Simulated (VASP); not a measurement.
Here is a VASP 6.6.1 calculation.

The input INCAR:

```
SYSTEM = Al3GaN4
PREC     = Accurate       ! precision mode
ENCUT    = 520            ! plane-wave cutoff, eV
EDIFF    = 1E-6           ! SCF threshold, eV
ISMEAR   = 0              ! smearing method
SIGMA    = 0.05           ! smearing width, eV
LREAL    = Auto         
LASPH    = .True.         ! aspherical terms in the spheres
NELM     = 80             ! most SCF steps
ALGO     = Normal         ! electronic algorithm
ISIF     = 2              ! what is computed and relaxed
LWAVE    = .False.        ! write WAVECAR
LCHARG   = .False.        ! write CHGCAR
GGA      = PS             ! functional
NBANDS   = 56             ! bands
```

The input KPOINTS:

```
regular mesh
0
Gamma
  5 7 2
  0 0 0
```

Contents of POSCAR:

```
Al3GaN4
1.0
   -5.0434079721      0.0000000000     -0.0001149904
    0.0000000000     -3.1300738967      0.0000000000
   -0.0065751150      0.0000000000     15.3359838882
Al Ga N
6 2 8
Direct
    0.5000721104      0.5000000000      0.5894331952
    0.4998910107      0.5000000000      0.2361469630
    0.9991401285      0.5000000000      0.1186708212
    0.9993212282      0.5000000000      0.4719570534
    0.9992438526      1.0000000000      0.6475004045
    0.9990627529      1.0000000000      0.2942141723
    0.5006085847      1.0000000000      0.0591051051
    0.5007896844      1.0000000000      0.4123913373
    0.8888578466      1.0000000000      0.0591504490
    0.8890389463      1.0000000000      0.4124366812
    0.8778477972      0.5000000000      0.5893725355
    0.8776666975      0.5000000000      0.2360863032
    0.3749383284      0.5000000000      0.1205738900
    0.3751194281      0.5000000000      0.4738601222
    0.3771427431      1.0000000000      0.6455927296
    0.3769616434      1.0000000000      0.2923064973
```

Potentials or basis: VASP PAW PBE potentials, release 64 (Al, Ga_d, N).

The run is started by

```bash
$ cat potpaw_PBE.64/Al/POTCAR potpaw_PBE.64/Ga_d/POTCAR potpaw_PBE.64/N/POTCAR > POTCAR
$ mpirun -np 1 vasp_std > vasp.out
```

(1) What does it give for the largest force?

(2) Predict the band gap on the k mesh.

(3) Estimate the pressure.

## Answers

(1) 2.787 eV/Å.

(2) 1.14 eV, indirect (least direct gap 1.19 eV).

(3) -2.7 GPa.

Caveat: the PAW data sets were made with another functional, which shifts forces and pressure a little.
